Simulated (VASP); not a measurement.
# Pt (Fm-3m) in VASP: single point with HSE06

Aim: the single point of Pt with HSE06.

Everything below comes from runs of VASP 6.6.1. Logs are shortened: lines on timing, memory, paths and dates and some standing lists are left out, and cuts for length are marked.

**1. The cell of the first run**

The structure is cubic, space group Fm-3m (No. 225). Conventional cell: a = 3.861 Å, b = 3.861 Å, c = 3.861 Å, α = 90.00°, β = 90.00°, γ = 90.00°. Pt (site symmetry m-3m) has 12 Pt at 2.73 Å within 3.6 Å.

**2. Single point, HSE06**

POSCAR

```
Pt
1.0
    0.0000000000      1.9305888200      1.9305888200
    1.9305888200      0.0000000000      1.9305888200
    1.9305888200      1.9305888200      0.0000000000
Pt
1
Direct
    0.0000000000      0.0000000000      0.0000000000
```

INCAR.step1

```
SYSTEM = Pt
PREC = Accurate
ENCUT = 430
EDIFF = 1E-5
ISMEAR = -1
SIGMA = 0.1
LREAL = .False.
LASPH = .True.
NELM = 120
ALGO = Normal
ISIF = 2
LWAVE = .True.
LCHARG = .False.
GGA = PE
NBANDS = 15
GGA_COMPAT = .False.
```

INCAR.step2

```
SYSTEM = Pt
PREC = Accurate
ENCUT = 430
EDIFF = 1E-6
ISMEAR = -1
SIGMA = 0.1
LREAL = .False.
LASPH = .True.
NELM = 120
ALGO = Normal
ISIF = 2
LWAVE = .False.
LCHARG = .False.
GGA = PE
LHFCALC = .True.
HFSCREEN = 0.2079
PRECFOCK = Normal
ISTART = 1
NBANDS = 15
GGA_COMPAT = .False.
```

KPOINTS

```
regular mesh
0
Gamma
  6 6 6
  0 0 0
```

Potentials or basis: VASP PAW PBE potentials, release 64 (Pt_sv_GW).

Launch:

```
> cat potpaw_PBE.64/Pt_sv_GW/POTCAR > POTCAR
> cp INCAR.step1 INCAR
> mpirun -np 1 vasp_std > vasp.out
> cp INCAR.step2 INCAR
> mpirun -np 1 vasp_std > vasp.out
```

OUTCAR:

```text
SYSTEM = Pt
   PREC = Accurate
   ENCUT = 430
   EDIFF = 1E-6
   ISMEAR = -1
   LREAL = .False.
   LASPH = .True.
   NELM = 120
   ISIF = 2
   GGA = PE
   LHFCALC = .True.
   HFSCREEN = 0.2079
   PRECFOCK = Normal
   ISTART = 1

 ion  position               nearest neighbor table
   1  0.000  0.000  0.000-

  LATTYP: Found a face centered cubic cell.
 ALAT       =     3.8611776400

  Lattice vectors:

 A1 = (   0.0000000000,   1.9305888200,   1.9305888200)
 A2 = (   1.9305888200,   0.0000000000,   1.9305888200)
 A3 = (   1.9305888200,   1.9305888200,   0.0000000000)

Analysis of symmetry for initial positions (statically):
=====================================================================
 Subroutine PRICEL returns:
 Original cell was already a primitive cell.

 Routine SETGRP: Setting up the symmetry group for a
 face centered cubic supercell.

 Subroutine GETGRP returns: Found 48 space group operations
 (whereof 48 operations were pure point group operations)
 out of a pool of 48 trial point group operations.

The static configuration has the point symmetry O_h .

Analysis of symmetry for dynamics (positions and initial velocities):
=====================================================================
 Subroutine PRICEL returns:
 Original cell was already a primitive cell.

 Routine SETGRP: Setting up the symmetry group for a
 face centered cubic supercell.

 Subroutine GETGRP returns: Found 48 space group operations
 (whereof 48 operations were pure point group operations)
 out of a pool of 48 trial point group operations.

The dynamic configuration has the point symmetry O_h .

 Subroutine INISYM returns: Found 48 space group operations
 (whereof 48 operations are pure point group operations),
 and found     1 'primitive' translations

----------------------------------------------------------------------------------------

                                     Primitive cell

  volume of cell :      14.3913

  direct lattice vectors                    reciprocal lattice vectors
     0.000000000  1.930588820  1.930588820    -0.258988343  0.258988343  0.258988343
     1.930588820  0.000000000  1.930588820     0.258988343 -0.258988343  0.258988343
     1.930588820  1.930588820  0.000000000     0.258988343  0.258988343 -0.258988343

  length of vectors
     2.730264893  2.730264893  2.730264893     0.448580969  0.448580969  0.448580969

  position of ions in fractional coordinates (direct lattice)
     0.000000000  0.000000000  0.000000000

  ion indices of the primitive-cell ions
   primitive index   ion index
                 1           1

----------------------------------------------------------------------------------------

 KPOINTS: regular mesh

Automatic generation of k-mesh.
 Grid dimensions read from file:
 generate k-points for:    6    6    6

 Generating k-lattice:

  Cartesian coordinates                     Fractional coordinates (reciprocal lattice)
    -0.043164724  0.043164724  0.043164724     0.166666667  0.000000000  0.000000000
     0.043164724 -0.043164724  0.043164724     0.000000000  0.166666667  0.000000000
     0.043164724  0.043164724 -0.043164724     0.000000000  0.000000000  0.166666667

  Length of vectors
     0.074763495  0.074763495  0.074763495

  Shift w.r.t. Gamma in fractional coordinates (k-lattice)
     0.000000000  0.000000000  0.000000000

 Subroutine IBZKPT returns following result:
 ===========================================

 Found     16 irreducible k-points:

 Following reciprocal coordinates:
            Coordinates               Weight
  0.000000  0.000000  0.000000      1.000000
  0.166667  0.000000  0.000000      8.000000
  0.333333  0.000000  0.000000      8.000000
  0.500000  0.000000  0.000000      4.000000
  0.166667  0.166667  0.000000      6.000000
  0.333333  0.166667  0.000000     24.000000
[... 8 lines left out ...]
 -0.333333  0.333333  0.166667     24.000000
 -0.333333  0.500000  0.166667     12.000000
   k-points           NKPTS =     16   k-points in BZ     NKDIM =    216   number of bands    NBANDS=     15
   number of dos      NEDOS =    301   number of ions     NIONS =      1
   total plane-waves  NPLWV =   5832
   dimension x,y,z NGX =    18 NGY =   18 NGZ =   18
   dimension x,y,z NGXF=    36 NGYF=   36 NGZF=   36
   ions per type =               1
   NGX,Y,Z   is equivalent  to a cutoff of  10.96, 10.96, 10.96 a.u.
   NGXF,Y,Z  is equivalent  to a cutoff of  21.92, 21.92, 21.92 a.u.
 SYSTEM =  Pt
   PREC   = accura    normal or accurate (medium, high low for compatibility)
   ISTART =      1    job   : 0-new  1-cont  2-samecut
   ICHARG =      0    charge: 1-file 2-atom 10-const
   ISPIN  =      1    spin polarized calculation?
   LNONCOLLINEAR =      F non collinear calculations
   LSORBIT =      F    spin-orbit coupling
   LASPH  =      T    aspherical Exc in radial PAW
   ENCUT  =  430.0 eV  31.60 Ry    5.62 a.u.   4.62  4.62  4.62*2*pi/ulx,y,z
   NELM   =    120;   NELMIN=  2; NELMDL=  0     # of ELM steps
   EDIFF  = 0.1E-05   stopping-criterion for ELM
   LREAL  =      F    real-space projection
   EDIFFG = 0.1E-04   stopping-criterion for IOM
   NSW    =      0    number of steps for IOM
   IBRION =     -1    ionic relax: 0-MD 1-quasi-New 2-CG
   NFREE  =      0    steps in history (QN), initial steepest desc. (CG)
   ISIF   =      2    stress and relaxation
   ISYM   =      3    0-nonsym 1-usesym 2-fastsym
   POTIM  = 0.5000    time-step for ionic-motion
   TEBEG  =    0.0;   TEEND  =   0.0 temperature during run
   PSTRESS=    0.0 pullay stress
   NELECT =      18.0000    total number of electrons
   NUPDOWN=      -1.0000    fix difference up-down
   EMIN   =  10.00;   EMAX   =-10.00  energy-range for DOS
   EFERMI =   0.00;   METHOD = LEGACY
   ISMEAR =    -1;   SIGMA  =   0.10  broadening in eV -4-tet -1-fermi 0-gaus
   EFERMI_NEDOS =   21; number of points for ismear=-14 and -15
   IALGO  =     38    algorithm
   IMIX   =      1    mixing-type and parameters
     AMIX     =   0.40;   BMIX     =  1.00
     AMIX_MAG =   1.60;   BMIX_MAG =  1.00
  volume/ion in A,a.u.               =      14.39        97.12
  Fermi-wavevector in a.u.,A,eV,Ry     =   1.763867  3.333226 42.330819  3.111227
  Thomas-Fermi vector in A             =   2.831958
   LORBIT       =      0    0 simple, 1 ext, 2 COOP (PROOUT), +10 PAW based schemes
   GGA     = PE    functional components
   LHFCALC =     T    Hartree Fock is set to
   PRECFOCK=normal    Normal, Fast or Accurate (Low or Medium for compatibility)
   ENCUT4O =  -1.0   cutoff for four orbital integrals eV
   NKREDX  =     1    reduce k-point grid by
   NKREDY  =     1    reduce k-point grid by
   NKREDZ  =     1    reduce k-point grid by
   AEXX    =    0.2500 exact exchange contribution
   HFSCREEN=    0.2079 screening length (either q_TF or 0.3 A-1)
   HFSCREENC=   0.2079 screening length for correlation (either q_TF or 0.3 A-1)
   ENCUTFOCK=  -1.0 apply spherical cutoff to Coloumb kernel
   IVDW    =     0    specifies the selected vdW correction
   LEPSILON=     F    determine dielectric tensor
   LRPA    =     F    only Hartree local field effects (RPA)
 non-spin polarized calculation
  energy-cutoff  :      430.00
  volume of cell :       14.39
 maximum number of plane-waves:       302
  NGX = 14; NGY = 14; NGZ = 14

 number of electron      18.0000000 magnetization

 Free energy of the ion-electron system (eV)
  ---------------------------------------------------
  ext. energy  EPLUGINS =         0.00000000
  ---------------------------------------------------
  free energy    TOTEN  =        -5.60789724 eV

  energy without entropy =       -5.57305061  energy(sigma->0) =       -5.59047392

 E-fermi :  10.9879     XC(G=0): -11.6802

 val. band max:       10.8717087449   @ k =  -0.3333   0.3333   0.1667
 cond. band min:      11.0119037917   @ k =   0.5000   0.0000   0.0000
 fundamental gap:      0.1401950468
 Fermi energy:        10.9879151171

 k-point     1 :       0.0000    0.0000    0.0000
  band No.  band energies     occupation
      1     -92.0306      2.00000
      2     -44.6347      2.00000
      3     -44.6347      2.00000
      4     -44.6347      2.00000
      5      -0.5042      2.00000
      6       6.2810      2.00000
      7       6.2810      2.00000
      8       6.2810      2.00000
      9       8.6105      2.00000
     10       8.6105      2.00000
     11      26.7531      0.00000
     12      32.1849      0.00000
     13      32.1849      0.00000
     14      32.1849      0.00000
     15      37.8948      0.00000

 k-point     2 :       0.1667    0.0000    0.0000
  band No.  band energies     occupation
      1     -92.0179      2.00000
      2     -44.8061      2.00000
      3     -44.6610      2.00000
      4     -44.6610      2.00000
      5       0.7113      2.00000
      6       5.9039      2.00000
      7       6.6645      2.00000
      8       6.6645      2.00000
      9       8.5347      2.00000
     10       8.5347      2.00000
     11      28.3359      0.00000
     12      28.5291      0.00000
     13      34.0253      0.00000
     14      34.0253      0.00000
     15      38.4896      0.00000

 k-point     3 :       0.3333    0.0000    0.0000
  band No.  band energies     occupation
      1     -91.9927      2.00000
      2     -45.1438      2.00000
      3     -44.7135      2.00000
      4     -44.7135      2.00000
      5       2.3566      2.00000
      6       6.4332      2.00000
      7       6.4333      2.00000
      8       7.2793      2.00000
      9       9.8412      1.99998
     10       9.8412      1.99998
     11      23.0638      0.00000
     12      27.7611      0.00000
     13      34.6128      0.00000
     14      34.6128      0.00000
     15      38.1788      0.00000

 k-point     4 :       0.5000    0.0000    0.0000
  band No.  band energies     occupation
      1     -91.9801      2.00000
      2     -45.3109      2.00000
      3     -44.7408      2.00000
      4     -44.7408      2.00000
      5       2.3910      2.00000
      6       6.1156      2.00000
      7       6.1156      2.00000
      8      10.5750      1.96832
      9      11.0119      0.88063
     10      11.0119      0.88062
     11      18.4824      0.00000
     12      26.3233      0.00000
     13      31.8634      0.00000
     14      31.8634      0.00000
     15      42.2284      0.00000
[... 163 lines left out ...]
 k-point    14 :       0.5000    0.3333    0.1667
  band No.  band energies     occupation
      1     -91.9761      2.00000
      2     -45.1452      2.00000
      3     -44.9196      2.00000
      4     -44.7977      2.00000
      5       4.2236      2.00000
      6       4.5827      2.00000
      7       5.7395      2.00000
      8       8.8391      2.00000
      9       9.7347      1.99999
     10      13.6224      0.00000
     11      23.4230      0.00000
     12      25.6619      0.00000
     13      28.6112      0.00000
     14      35.2066      0.00000
     15      35.5785      0.00000

 k-point    15 :      -0.3333    0.3333    0.1667
  band No.  band energies     occupation
      1     -91.9677      2.00000
      2     -45.1677      2.00000
      3     -45.0023      2.00000
      4     -44.8382      2.00000
      5       4.5147      2.00000
      6       4.6242      2.00000
      7       6.1240      2.00000
      8       8.1995      2.00000
      9      10.8717      1.52342
     10      18.1230      0.00000
     11      18.1989      0.00000
     12      25.1952      0.00000
     13      26.8357      0.00000
     14      33.7493      0.00000
     15      38.4203      0.00000

 k-point    16 :      -0.3333    0.5000    0.1667
  band No.  band energies     occupation
      1     -91.9636      2.00000
      2     -45.1848      2.00000
      3     -44.9944      2.00000
      4     -44.9004      2.00000
      5       3.5223      2.00000
      6       4.1409      2.00000
      7       7.4090      2.00000
      8       9.0616      2.00000
      9      11.7187      0.00134
     10      18.2056      0.00000
     11      20.1339      0.00000
     12      22.5601      0.00000
     13      24.7161      0.00000
     14      36.7840      0.00000
     15      37.9482      0.00000

------------------------ aborting loop because EDIFF is reached ----------------------------------------

  FORCE on cell =-STRESS in cart. coord.  units (eV):
  Direction    XX          YY          ZZ          XY          YZ          ZX
  --------------------------------------------------------------------------------------
  -------------------------------------------------------------------------------------
  Total        0.9504143      0.9504143      0.9504143      0.0000000      0.0000000      0.0000000
  in kB      105.8093833    105.8093833    105.8093833      0.0000000      0.0000000      0.0000000
  external PRESSURE =     105.8093833 kB  Pullay stress =       0.0000000 kB

 VOLUME and BASIS-vectors are now :
 -----------------------------------------------------------------------------
  energy-cutoff  :      430.00
  volume of cell :       14.39
      direct lattice vectors                 reciprocal lattice vectors
     0.000000000  1.930588820  1.930588820    -0.258988343  0.258988343  0.258988343
     1.930588820  0.000000000  1.930588820     0.258988343 -0.258988343  0.258988343
     1.930588820  1.930588820  0.000000000     0.258988343  0.258988343 -0.258988343

 POSITION                                       TOTAL-FORCE (eV/Angst)
 -----------------------------------------------------------------------------------
      0.00000      0.00000      0.00000        -0.000000      0.000000      0.000000
 -----------------------------------------------------------------------------------
    total drift:                               -0.000000     -0.000000     -0.000000

  FREE ENERGIE OF THE ION-ELECTRON SYSTEM (eV)
  ---------------------------------------------------
  free  energy   TOTEN  =        -5.6078972360 eV

  energy  without entropy=       -5.5730506133  energy(sigma->0) =       -5.59047392
```

It took 5.8 min on 1 thread of Intel Xeon 6975P-C (Granite Rapids), shared host; peak memory 0.22 GiB.

What came out:

| Property | Result |
| --- | --- |
| Free energy | -5.6079 eV |
| Pressure | 10.6 GPa |
| Band gap on the k mesh | zero (bands 9 and 10 overlap by 3.21 eV) |

Levels at points of the mesh, in eV from the Fermi level:
| k point | band 7 | band 8 | band 9 | band 10 | band 11 | band 12 |
| --- | --- | --- | --- | --- | --- | --- |
| (0.00, 0.00, 0.00) | -4.71 | -4.71 | -2.38 | -2.38 | 15.77 | 21.20 |
| (0.50, 0.00, 0.00) | -4.87 | -0.41 | 0.02 | 0.02 | 7.49 | 15.34 |
| (0.50, 0.50, 0.00) | -0.32 | 0.76 | 0.76 | 2.24 | 10.91 | 12.86 |

Caveat: the k points lie up to 0.47 Å⁻¹ apart, too coarse for converged energies and pressures of a metal; the PAW data sets were made with another functional, which shifts forces and pressure a little; spin-orbit coupling is left out, which moves the levels of the heavy elements.

The gap in the log of VASP goes by the Fermi energy; the results here count the filled bands.